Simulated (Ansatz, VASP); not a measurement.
Bi2Se3 in VASP and in Ansatz

INCAR

```
PREC = Accurate ; ENCUT = 520
EDIFF = 1E-6 ; ISMEAR = -1
SIGMA = 0.05 ; LREAL = False
LASPH = True ; NELM = 80
ALGO = Normal ; ISIF = 2
LWAVE = False ; LCHARG = False
GGA = RE ; NBANDS = 32
```

The input KPOINTS:

```
regular mesh
0
Gamma
  8 8 8
```

The input POSCAR:

```
Bi2Se3
1.0
    2.0575968965      1.1879541221      9.4812687632
   -2.0575968965      1.1879541221      9.4812687632
    0.0000000000     -2.3759082442      9.4812687632
Bi Se
2 3
Direct
    0.5992000000      0.5992000000      0.5992000000
    0.4008000000      0.4008000000      0.4008000000
    0.7883000000      0.7883000000      0.7883000000
    0.2117000000      0.2117000000      0.2117000000
    0.0000000000      0.0000000000      0.0000000000
```

File input.yaml:

```yaml
crystal:
  lattice:
    - [2.0575968965, 1.1879541221, 9.4812687632]
    - [-2.0575968965, 1.1879541221, 9.4812687632]
    - [0.0, -2.3759082442, 9.4812687632]
  atoms:
    - { symbol: Bi, position: [0.5992, 0.5992, 0.5992] }
    - { symbol: Bi, position: [0.4008, 0.4008, 0.4008] }
    - { symbol: Se, position: [0.7883, 0.7883, 0.7883] }
    - { symbol: Se, position: [0.2117, 0.2117, 0.2117] }
    - { symbol: Se, position: [0.0, 0.0, 0.0] }
hamiltonian:
  xc: revpbe
  pseudopotentials: { kind: paw }
kpoints:
  mp_grid: { grid: [8, 8, 8] }
scf:
  occupations: { method: fermi_dirac, width: 0.05 }
output:
  forces: true
  stress: true
  eigenvalues: true
```

Alike in both runs: task single point; functional revPBE; k mesh 8 × 8 × 8; occupations fermi-dirac, width 0.05 eV; no spin polarisation.

|  | VASP | Ansatz |
| --- | --- | --- |
| version | VASP 6.6.1 | Ansatz 0.2.0 |
| potentials or method | VASP PAW PBE potentials, release 64 (Bi_d, Se) | Ansatz PAW |
| plane-wave cutoff (eV) | 520 | 420 |
| valence electrons in the cell | 48 | 78 |

Ansatz gave:

* gap on the k mesh at the Fermi level (eV): 0.25
* least direct gap on the mesh (eV): 0.25
* pressure (GPa): 5.2
* rms of the force components (eV/Å): 0.143

Estimate VASP's values.

gap on the k mesh at the Fermi level (eV): 0.25; least direct gap on the mesh (eV): 0.25; pressure (GPa): 5.2; rms of the force components (eV/Å): 0.149.

VASP's potentials were made for PBE, not for revPBE. Atom by atom the forces differ by 0.006 eV/Å (rms over components). VASP's potentials hold 48 valence electrons a cell and Ansatz's 78, so a difference there can come from the potentials and not from the codes.

Neither program's run includes spin-orbit coupling.
